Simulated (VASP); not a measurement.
# RbBeF3 (Pm-3m) in VASP: elastic constants with PBEsol

Aim: the elastic constants of RbBeF3 with PBEsol.

Everything below comes from runs of VASP 6.6.1. Logs are shortened: lines on timing, memory, paths and dates and some standing lists are left out, and cuts for length are marked.

## 1. The cell of the first run

It takes space group Pm-3m (No. 221, cubic). The conventional cell has a = 3.794 Å, b = 3.794 Å, c = 3.794 Å, α = 90.00°, β = 90.00°, γ = 90.00°. Rb (site symmetry m-3m) has 12 F at 2.68 Å and 8 Be at 3.29 Å within 3.5 Å. Within 2.5 Å of Be (site symmetry m-3m) lie 6 F at 1.90 Å. Within 2.5 Å of F (site symmetry 4/mmm) lie 2 Be at 1.90 Å.

## 2. Elastic constants, PBEsol

Input file INCAR:

```
PREC     = Accurate       # precision mode
ENCUT    = 600            # plane-wave cutoff, eV
EDIFF    = 1E-8           # SCF threshold, eV
ISMEAR   = 0              # smearing method
SIGMA    = 0.01           # smearing width, eV
LREAL    = F              # projectors in reciprocal space
LASPH    = T              # aspherical terms in the spheres
NELM     = 80             # most SCF steps
ALGO     = Normal         # electronic algorithm
ISIF     = 3              # what is computed and relaxed
LWAVE    = F              # write WAVECAR
LCHARG   = F              # write CHGCAR
GGA      = PS             # functional
IBRION   = 6              # ionic algorithm
NFREE    = 2            
POTIM    = 0.015          # step
NSW      = 1              # ionic steps
```

Input file KPOINTS:

```
Automatic mesh
0
Gamma
  6 6 6
```

Input file POSCAR:

```
RbBeF3
1.0
    3.7940866901      0.0000000000      0.0000000000
    0.0000000000      3.7940866901      0.0000000000
    0.0000000000      0.0000000000      3.7940866901
Rb Be F
1 1 3
Direct
    0.0000000000      0.0000000000      0.0000000000
    0.5000000000      0.5000000000      0.5000000000
    0.0000000000      0.5000000000      0.5000000000
    0.5000000000      0.0000000000      0.5000000000
    0.5000000000      0.5000000000      0.0000000000
```

Potentials or basis: VASP PAW PBE potentials, release 64 (Rb_sv, Be, F).

On the command line:

```console
$ cat potpaw_PBE.64/Rb_sv/POTCAR potpaw_PBE.64/Be/POTCAR potpaw_PBE.64/F/POTCAR > POTCAR
$ mpirun -np 1 vasp_std > vasp.out
```

OUTCAR:

```text
PREC = Accurate
   ENCUT = 600
   EDIFF = 1E-8
   ISMEAR = 0
   LREAL = F
   LASPH = T
   NELM = 80
   ISIF = 3
   GGA = PS
   IBRION = 6
   NFREE = 2
   POTIM = 0.015
   NSW = 1

 ion  position               nearest neighbor table
   1  0.000  0.000  0.000-   3 2.68   4 2.68   5 2.68   3 2.68   4 2.68   3 2.68   5 2.68   3 2.68
                             4 2.68   5 2.68   4 2.68   5 2.68   2 3.29   2 3.29   2 3.29   2 3.29
   2  0.500  0.500  0.500-   3 1.90   4 1.90   5 1.90   5 1.90   4 1.90   3 1.90   1 3.29   1 3.29
                             1 3.29   1 3.29   1 3.29   1 3.29   1 3.29   1 3.29
   3  0.000  0.500  0.500-   2 1.90   2 1.90   1 2.68   1 2.68   1 2.68   1 2.68
   4  0.500  0.000  0.500-   2 1.90   2 1.90   1 2.68   1 2.68   1 2.68   1 2.68
   5  0.500  0.500  0.000-   2 1.90   2 1.90   1 2.68   1 2.68   1 2.68   1 2.68

  LATTYP: Found a simple cubic cell.
 ALAT       =     3.7940866901

  Lattice vectors:

 A1 = (   3.7940866901,   0.0000000000,   0.0000000000)
 A2 = (   0.0000000000,   3.7940866901,   0.0000000000)
 A3 = (   0.0000000000,   0.0000000000,   3.7940866901)

Analysis of symmetry for initial positions (statically):
=====================================================================
 Subroutine PRICEL returns:
 Original cell was already a primitive cell.

 Routine SETGRP: Setting up the symmetry group for a
 simple cubic supercell.

 Subroutine GETGRP returns: Found 48 space group operations
 (whereof 48 operations were pure point group operations)
 out of a pool of 48 trial point group operations.

The static configuration has the point symmetry O_h .

Analysis of symmetry for dynamics (positions and initial velocities):
=====================================================================
 Subroutine PRICEL returns:
 Original cell was already a primitive cell.

 Routine SETGRP: Setting up the symmetry group for a
 simple cubic supercell.

 Subroutine GETGRP returns: Found 48 space group operations
 (whereof 48 operations were pure point group operations)
 out of a pool of 48 trial point group operations.

The dynamic configuration has the point symmetry O_h .

 Subroutine INISYM returns: Found 48 space group operations
 (whereof 48 operations are pure point group operations),
 and found     1 'primitive' translations

----------------------------------------------------------------------------------------

                                     Primitive cell

  volume of cell :      54.6162

  direct lattice vectors                    reciprocal lattice vectors
     3.794086690  0.000000000  0.000000000     0.263568042  0.000000000  0.000000000
     0.000000000  3.794086690  0.000000000     0.000000000  0.263568042  0.000000000
     0.000000000  0.000000000  3.794086690     0.000000000  0.000000000  0.263568042

  length of vectors
     3.794086690  3.794086690  3.794086690     0.263568042  0.263568042  0.263568042

  position of ions in fractional coordinates (direct lattice)
     0.000000000  0.000000000  0.000000000
     0.500000000  0.500000000  0.500000000
     0.000000000  0.500000000  0.500000000
     0.500000000  0.000000000  0.500000000
     0.500000000  0.500000000  0.000000000

  ion indices of the primitive-cell ions
   primitive index   ion index
                 1           1
                 2           2
                 3           3
                 4           4
                 5           5

----------------------------------------------------------------------------------------

 KPOINTS: Automatic mesh

Automatic generation of k-mesh.
 Grid dimensions read from file:
 generate k-points for:    6    6    6

 Generating k-lattice:

  Cartesian coordinates                     Fractional coordinates (reciprocal lattice)
     0.043928007  0.000000000  0.000000000     0.166666667  0.000000000  0.000000000
     0.000000000  0.043928007  0.000000000     0.000000000  0.166666667  0.000000000
     0.000000000  0.000000000  0.043928007     0.000000000  0.000000000  0.166666667

[... 74 lines left out ...]
  Thomas-Fermi vector in A             =   2.495721
   LORBIT       =      0    0 simple, 1 ext, 2 COOP (PROOUT), +10 PAW based schemes
   GGA     = PS    functional components
   LHFCALC =     F    Hartree Fock is set to
   AEXX    =    0.0000 exact exchange contribution
   IVDW    =     0    specifies the selected vdW correction
   LEPSILON=     F    determine dielectric tensor
   LRPA    =     F    only Hartree local field effects (RPA)
 finite differences with symmetry
 non-spin polarized calculation
 Gauss-broadening in eV      SIGMA  =   0.01
  energy-cutoff  :      600.00
  volume of cell :       54.62
 maximum number of plane-waves:      1856
   NGX = 15   NGY = 15   NGZ = 15

--------------------------------------- Ionic step        1  -------------------------------------------

 number of electron      32.0000042 magnetization

 Free energy of the ion-electron system (eV)
  ---------------------------------------------------
  ext. energy  EPLUGINS =         0.00000000
  ---------------------------------------------------
  free energy    TOTEN  =       -24.65842133 eV

  energy without entropy =      -24.65842133  energy(sigma->0) =      -24.65842133

------------------------ aborting loop because EDIFF is reached ----------------------------------------

  FORCE on cell =-STRESS in cart. coord.  units (eV):
  Direction    XX          YY          ZZ          XY          YZ          ZX
  --------------------------------------------------------------------------------------
  -------------------------------------------------------------------------------------
  Total        0.0062049      0.0062049      0.0062049     -0.0000000     -0.0000000      0.0000000
  in kB        0.1820215      0.1820215      0.1820215     -0.0000000     -0.0000000      0.0000000
  external PRESSURE =       0.1820215 kB  Pullay stress =       0.0000000 kB
[... 98 lines left out ...]
  FREE ENERGIE OF THE ION-ELECTRON SYSTEM (eV)
  ---------------------------------------------------
  free  energy   TOTEN  =       -24.6536862858 eV

  energy  without entropy=      -24.6536862858  energy(sigma->0) =      -24.65368629

[... ionic steps 4 to 18 ...]

--------------------------------------- Ionic step       19  -------------------------------------------

 number of electron      32.0000039 magnetization

------------------------ aborting loop because EDIFF is reached ----------------------------------------
[... 73 lines left out ...]
--------------------------------------- Ionic step       21  -------------------------------------------

 number of electron      32.0000038 magnetization

 Free energy of the ion-electron system (eV)
  ---------------------------------------------------
  ext. energy  EPLUGINS =         0.00000000
  ---------------------------------------------------
  free energy    TOTEN  =       -24.65767679 eV

  energy without entropy =      -24.65767679  energy(sigma->0) =      -24.65767679

 E-fermi :  -0.6974     XC(G=0): -10.7886

 val. band max:       -0.7823722229   @ k =   0.5000   0.5000   0.5000
 cond. band min:       6.4830324771   @ k =   0.0000   0.0000   0.0000
 fundamental gap:      7.2654047000
 Fermi energy:        -0.6973720560

 k-point     1 :       0.0000    0.0000    0.0000
  band No.  band energies     occupation
      1     -22.7186      2.00000
      2     -20.5941      2.00000
      3     -20.2798      2.00000
      4     -20.2795      2.00000
      5      -6.7945      2.00000
      6      -6.7944      2.00000
[... 541 lines left out ...]
     19      10.6978      0.00000
     20      12.6462      0.00000

 [... further k-points ...]
[... 5 lines left out ...]
  --------------------------------------------------------------------------------------
  -------------------------------------------------------------------------------------
  Total        0.0075663      0.0069828      0.0083555      0.0000000      0.0000000      0.0000000
  in kB        0.2219580      0.2048404      0.2451102      0.0000000      0.0000000      0.0000000
  external PRESSURE =       0.2239695 kB  Pullay stress =       0.0000000 kB
[... 20 lines left out ...]
  FREE ENERGIE OF THE ION-ELECTRON SYSTEM (eV)
  ---------------------------------------------------
  free  energy   TOTEN  =       -24.6576767947 eV

  energy  without entropy=      -24.6576767947  energy(sigma->0) =      -24.65767679

 INTERNAL STRAIN TENSORS FROM STRAINED CELLS
 ============================================

 INTERNAL STRAIN TENSOR FOR ION    1 for displacements in x,y,z  (eV/Angst):
          X           Y           Z          XY          YZ          ZX
  --------------------------------------------------------------------------------
  x     0.00000     0.00000     0.00000     0.00000     0.00000     0.00000
  y     0.00000     0.00000     0.00000     0.00000     0.00000     0.00000
  z     0.00000     0.00000     0.00000     0.00000     0.00000     0.00000

 INTERNAL STRAIN TENSORS FROM DISPLACED ATOMS
 ============================================

 INTERNAL STRAIN TENSOR FOR ION    1 for displacements in x,y,z  (eV/Angst):
          X           Y           Z          XY          YZ          ZX
  --------------------------------------------------------------------------------
  x     0.00000     0.00000     0.00000     0.00000     0.00000     0.00000
  y     0.00000     0.00000     0.00000     0.00000     0.00000     0.00000
  z     0.00000     0.00000     0.00000     0.00000     0.00000     0.00000

 INTERNAL STRAIN TENSOR FOR ION    5 for displacements in x,y,z  (eV/Angst):
          X           Y           Z          XY          YZ          ZX
  --------------------------------------------------------------------------------
  x     0.00000     0.00000     0.00000     0.00000     0.00000     0.00000
  y     0.00000     0.00000     0.00000     0.00000     0.00000     0.00000
  z     0.00000     0.00000     0.00000     0.00000     0.00000     0.00000

 Eigenvectors and eigenvalues of the dynamical matrix
 ----------------------------------------------------

   1 f  =   12.238495 THz    76.896735 2PiTHz  408.232265 cm-1    50.614327 meV
             X         Y         Z           dx          dy          dz
      0.000000  0.000000  0.000000     0.045775   -0.076563   -0.000066
      1.897043  1.897043  1.897043     0.208873   -0.349362   -0.000300
      0.000000  1.897043  1.897043     0.282960    0.438615    0.000376
      1.897043  0.000000  1.897043    -0.262234   -0.473281    0.000376
      1.897043  1.897043  0.000000    -0.262234    0.438615   -0.000406
[... 105 lines left out ...]
  15 f/i=   12.232083 THz    76.856447 2PiTHz  408.018384 cm-1    50.587809 meV
             X         Y         Z           dx          dy          dz
      0.000000  0.000000  0.000000    -0.000007   -0.000012   -0.047005
      1.897043  1.897043  1.897043    -0.000124   -0.000200   -0.787724
      0.000000  1.897043  1.897043     0.000096    0.000003    0.013413
      1.897043  0.000000  1.897043     0.000002    0.000156    0.013413
      1.897043  1.897043  0.000000     0.000002    0.000003    0.613939

--------------------------------------------------------------------------------------------------------

 ELASTIC MODULI CONTR FROM IONIC RELAXATION (kBar)
 Direction    XX          YY          ZZ          XY          YZ          ZX
 --------------------------------------------------------------------------------
 XX           0.0000      0.0000      0.0000      0.0000      0.0000      0.0000
 YY           0.0000      0.0000      0.0000      0.0000      0.0000      0.0000
 ZZ           0.0000      0.0000      0.0000      0.0000      0.0000      0.0000
 XY           0.0000      0.0000      0.0000      0.0000      0.0000      0.0000
 YZ           0.0000      0.0000      0.0000      0.0000      0.0000      0.0000
 ZX           0.0000      0.0000      0.0000      0.0000      0.0000      0.0000
 --------------------------------------------------------------------------------

 TOTAL ELASTIC MODULI (kBar)
 Direction    XX          YY          ZZ          XY          YZ          ZX
 --------------------------------------------------------------------------------
 XX        1160.3254    893.0326    893.0326      0.0000      0.0000      0.0000
 YY         893.0326   1160.3254    893.0326      0.0000      0.0000     -0.0000
 ZZ         893.0326    893.0326   1160.3254      0.0000      0.0000     -0.0000
 XY           0.0000      0.0000      0.0000    956.4103      0.0000      0.0000
 YZ           0.0000      0.0000      0.0000      0.0000    956.4103      0.0000
 ZX           0.0000     -0.0000     -0.0000      0.0000      0.0000    956.4103
 --------------------------------------------------------------------------------
```

It took 5.9 min on 1 thread of Intel Xeon 6975P-C (Granite Rapids), shared host; peak memory 0.34 GiB.

Results:

```
Elastic constants C11, C12, C44                         : 116, 89, 96 GPa
Voigt bulk modulus                                      : 98 GPa
Highest phonon frequency at Γ, LO-TO splitting left out : 408 cm⁻¹
Most unstable mode                                      : 408i cm⁻¹
```

Phonon frequencies in cm⁻¹ (negative: imaginary):
| q point | frequencies |
| --- | --- |
| (0.000, 0.000, 0.000) | -408 -408 -408 0 0 0 226 226 226 301 301 301 408 408 408 |

Elastic tensor in Voigt notation (GPa, in the Cartesian axes of the cell as first typed):
```
116  89  89   0   0   0
 89 116  89   0   0   0
 89  89 116   0   0   0
  0   0   0  96   0   0
  0   0   0   0  96   0
  0   0   0   0   0  96
```

Clamped-ion elastic tensor (GPa):
```
116  89  89   0   0   0
 89 116  89   0   0   0
 89  89 116   0   0   0
  0   0   0  96   0   0
  0   0   0   0  96   0
  0   0   0   0   0  96
```

Caveat: some modes are imaginary; the PAW data sets were made with another functional, which shifts forces and pressure a little.
